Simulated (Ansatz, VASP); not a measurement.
**Sn: VASP beside Ansatz**

POSCAR

```
Sn
1.0
   -1.6664398100      1.7077874900      2.1828021800
    1.7938717800     -1.8589232500      2.3916531200
    1.6937133800      1.8854440200     -2.2975624100
Sn
1
Direct
    0.0000000000      0.0000000000      0.0000000000
```

The input INCAR.step1:

```
SYSTEM = Sn
PREC = Accurate
ENCUT = 520
ISMEAR = -1
SIGMA = 0.05
LREAL = .False.
LASPH = .True.
NELM = 60
NBANDS = 13
GGA = PE
ALGO = Normal
EDIFF = 1E-4
LWAVE = .True.
LCHARG = .False.
```

Contents of INCAR.step2:

```
SYSTEM = Sn
PREC = Accurate
ENCUT = 520
EDIFF = 1E-7
ISMEAR = -1
SIGMA = 0.05
LREAL = .False.
LASPH = .True.
NELM = 60
ALGO = Normal
ISIF = 2
LWAVE = .False.
LCHARG = .False.
METAGGA = R2SCAN
LMIXTAU = .True.
NBANDS = 13
ISTART = 1
```

KPOINTS

```
Automatic mesh
0
Gamma
  6 5 6
  0 0 0
```

The input input.yaml:

```yaml
crystal:
  lattice:
    - [-1.66643981, 1.70778749, 2.18280218]
    - [1.79387178, -1.85892325, 2.39165312]
    - [1.69371338, 1.88544402, -2.29756241]
  atoms:
    - { symbol: Sn, position: [0.0, 0.0, 0.0] }
hamiltonian:
  xc: r2scan
  pseudopotentials: { kind: paw }
kpoints:
  mp_grid: { grid: [6, 5, 6] }
  band_path:
    path:
      - [[0.0, -0.5, 0.5], [0.0, 0.0, 0.0], [0.0, 0.5, 0.0]]
      - [[0.0, 0.0, 0.5], [0.0, 0.0, 0.0], [-0.5, 0.0, 0.0]]
      - [[-0.5, -0.5, 0.5], [0.0, 0.0, 0.0], [-0.5, 0.5, 0.0]]
      - [[-0.5, 0.0, 0.5], [0.0, 0.0, 0.0]]
    npoints: 14
scf:
  occupations: { method: fermi_dirac, width: 0.05 }
  n_extra_bands: 6
output:
  forces: true
  stress: true
  eigenvalues: true
  fatbands: false
```

Alike in both runs: functional r2SCAN; k mesh 6 × 5 × 6; occupations fermi-dirac, width 0.05 eV; no spin polarisation.

```csv
,VASP,Ansatz
version,VASP 6.6.1,Ansatz 0.2.0
potentials or method,"VASP PAW PBE potentials, release 64 (Sn_d)",Ansatz PAW
plane-wave cutoff (eV),520,500
valence electrons in the cell,14,14
task,single point,band structure
```

```tsv
	VASP	Ansatz	Ansatz less VASP
gap on the k mesh at the Fermi level (eV)	none	none	-
pressure (GPa)	-2.4	-2.4	+0.02
traceless stress, the component that is largest in VASP (GPa)	-2.08	-2.09	-0.010
```

VASP's potentials were made for PBE, not for r2SCAN. A gap of «none» marks a metal or a gap that the smearing closes. With one functional, cell and mesh, what is left measures potentials, basis and numerics.

The k mesh is coarse, so the values compare programs but aren't converged.
